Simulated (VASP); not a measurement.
Set up this calculation in VASP 6.6.1, as the native input.

- Task: relaxation of cell and atoms
- Functional: PBE
- Potentials or basis: VASP PAW PBE potentials, release 64 (Li_sv, Tm_3, H), 4f in core
- Cutoff: 750 eV
- k mesh: 10 × 10 × 6
- Occupations: gaussian, width 0.1 eV
- Spin: no spin polarisation
- Dipole correction: no
- Further INCAR settings: ALGO = Normal; EDIFF = 1e-07; IBRION = 2; EDIFFG = -0.01; NSW = 100; ISIF = 3

The structure of LiTmH4 lies in POSCAR:

```
LiTmH4
1.0
    2.1822057936     -2.7564930667      0.0000000000
    2.1822057936      2.7564930667      0.0000000000
    0.0000000000      0.0000000000      4.7917002968
Li Tm H
1 1 4
Direct
    0.0000000000      0.0000000000      0.8145668336
    0.5000000000      0.5000000000      0.3470857610
    0.1681811737      0.8318188263      0.1678945528
    0.8318188263      0.1681811737      0.1678945528
    0.0000000000      0.5000000000      0.6216177249
    0.5000000000      0.0000000000      0.6216177249
```

The cell was generated, and may not be a known phase.

These files were run (other wordings do the same):

INCAR

```
  PREC = Accurate
  ENCUT = 750
  EDIFF = 1E-7
  ISMEAR = 0
  SIGMA = 0.1
  LREAL = False
  LASPH = True
  NELM = 200
  ALGO = Normal
  ISIF = 3
  LWAVE = False
  LCHARG = False
  GGA = PE
  IBRION = 2
  NSW = 100
  EDIFFG = -0.01
  GGA_COMPAT = False
  NELMIN = 4
  LMAXMIX = 6
```

KPOINTS

```
regular mesh
0
Gamma
  10 10 6
```

Potentials or basis: VASP PAW PBE potentials, release 64 (Li_sv, Tm_3, H), 4f in core.

The run is started by

```sh
$ cat potpaw_PBE.64/Li_sv/POTCAR potpaw_PBE.64/Tm_3/POTCAR potpaw_PBE.64/H/POTCAR > POTCAR
$ mpirun -np 1 vasp_std > vasp.out
```

Results of the run:

```
Relaxed volume                        : 9.66 Å³/atom
Relaxed cell                          : a = 3.526 Å, b = 3.526 Å, c = 4.794 Å, α = 90.00°, β = 90.00°, γ = 103.36°
Space group after relaxing (to 0.1 Å) : Cmm2 (No. 35)
Energy gained by relaxing             : 0.2 meV/atom
Ionic steps                           : 4
Pressure after relaxing               : 0.0 GPa
Largest force after relaxing          : 0.010 eV/Å
Band gap on the k mesh                : zero (bands 8 and 9 overlap by 0.36 eV)
```

Caveat: spin-orbit coupling is left out, which moves the levels of the heavy elements; the 4f electrons are frozen in the core, so they carry no moment and show no levels.

It took 2.7 min on 1 thread of Intel(R) Xeon(R) 6975P-C (Granite Rapids), with other jobs on the host, peak memory 0.35 GiB.
